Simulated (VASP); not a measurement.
Here is a VASP 6.6.1 calculation.

File INCAR:

```
SYSTEM = C
  PREC = Accurate
  ENCUT = 520
  EDIFF = 1E-6
  ISMEAR = 0
  SIGMA = 0.03
  LREAL = .False.
  LASPH = .True.
  NELM = 100
  ALGO = Normal
  ISIF = 2
  LWAVE = .False.
  LCHARG = .True.
  GGA = PS
  IVDW = 12
  LELF = .True.
  LVHAR = .True.
  NBANDS = 11
```

File KPOINTS:

```
Automatic mesh
0
Gamma
  16 16 16
  0 0 0
```

File POSCAR:

```
C
1.0
    0.0000000000      2.1467349466      3.3536616560
    1.2402383360      0.0000000000      3.3536616560
    1.2402383360      2.1467349466      0.0000000000
C
2
Direct
    0.2019510748      0.7980489252      0.2019510748
    0.7980489252      0.2019510748      0.7980489252
```

Potentials or basis: VASP PAW PBE potentials, release 64 (C).

Run with:

```console
$ cat potpaw_PBE.64/C/POTCAR > POTCAR
$ mpirun -np 1 vasp_std > vasp.out
```

Problem. Predict the largest force.

Solution. 7.793 eV/Å.

Problem. What does it give for the dispersion energy per atom?

Solution. -0.112 eV.

Problem. Predict the band gap on the k mesh.

Solution. Zero (bands 4 and 5 overlap by 2.20 eV).

Forces on the atoms (eV/Å):
```
C    0.000 -7.793  0.000
C    0.000  7.793  0.000
```

Caveat: the cell differs from its parent crystal (atoms shifted along a free coordinate); the PAW data sets were made with another functional, which shifts forces and pressure a little.
